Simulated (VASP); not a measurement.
A run of VASP 6.6.1:

INCAR

```
ALGO     = Normal         # electronic algorithm
EDIFF    = 1E-6           # SCF threshold, eV
ENCUT    = 520            # plane-wave cutoff, eV
GGA      = PE             # functional
ISIF     = 2              # what is computed and relaxed
ISMEAR   = 0              # smearing method
LASPH    = True           # aspherical terms in the spheres
LCHARG   = False          # write CHGCAR
LREAL    = False          # projectors in reciprocal space
LWAVE    = False          # write WAVECAR
NBANDS   = 48             # bands
NELM     = 60             # most SCF steps
PREC     = Accurate       # precision mode
SIGMA    = 0.1            # smearing width, eV
```

Contents of KPOINTS:

```
k-points
0
Gamma
  3 3 2
```

The input POSCAR:

```
NbTe
1.0
    5.9269710000      1.0289780000     -0.0019950000
    0.3200110000      4.7513530000     -0.0496900000
    0.5702270000     -0.1881730000      7.2030420000
Te Nb
4 4
Direct
    0.6434056434      0.3599934677      0.6090846992
    0.5933806181      0.6668521595      0.9659122740
    0.3924219895      0.9347320391      0.4991761421
    0.9586889191      0.9569778440      0.0525705408
    0.9216452651      0.8025980284      0.6456359380
    0.8921978403      0.4709045736      0.2724610217
    0.3810733867      0.4234091847      0.2728799088
    0.3047786295      0.2243062040      0.8838593206
```

Potentials or basis: VASP PAW PBE potentials, release 64 (Te, Nb_sv).

Command:

```console
$ cat potpaw_PBE.64/Te/POTCAR potpaw_PBE.64/Nb_sv/POTCAR > POTCAR
$ mpirun -np 1 vasp_std > vasp.out
```

Hardware: 1 thread of Intel Xeon 8259CL, with other jobs on the host.

Task: Estimate the wall time of this run.

Result: It took 4.3 min on 1 thread of Intel Xeon 8259CL, with other jobs on the host, peak memory 0.32 GiB. Counts: scf iterations 17, k points 10.
